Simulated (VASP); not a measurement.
## Cu: single point with PBE

The system is Cu.

```
Cu
1.0
     0.00000    1.80750    1.80750
     1.80750    0.00000    1.80750
     1.80750    1.80750    0.00000
Cu
1
Direct
  0.00000 0.00000 0.00000
```

- Program: VASP 6.6.1
- Task: single point
- Functional: PBE
- Potentials or basis: VASP PAW PBE potentials, release 64 (Cu)
- Cutoff: 600 eV
- k mesh: 13 × 13 × 13
- Occupations: gaussian, width 0.012 eV
- Spin: no spin polarisation
- Dipole correction: no
- Further INCAR settings: ALGO = Normal; EDIFF = 1e-06; NBANDS = 12

```json
{"Pressure": "2.3 GPa"}
```

Levels at points of the mesh, in eV from the Fermi level:
```
           k point  band 4  band 5  band 6  band 7  band 8  band 9
(0.00, 0.00, 0.00)   -3.24   -2.42   -2.42   22.39   25.03   25.03
```

Wall time 21 s on 1 thread of Intel Xeon 8259CL, on a shared host, peak memory 0.13 GiB.
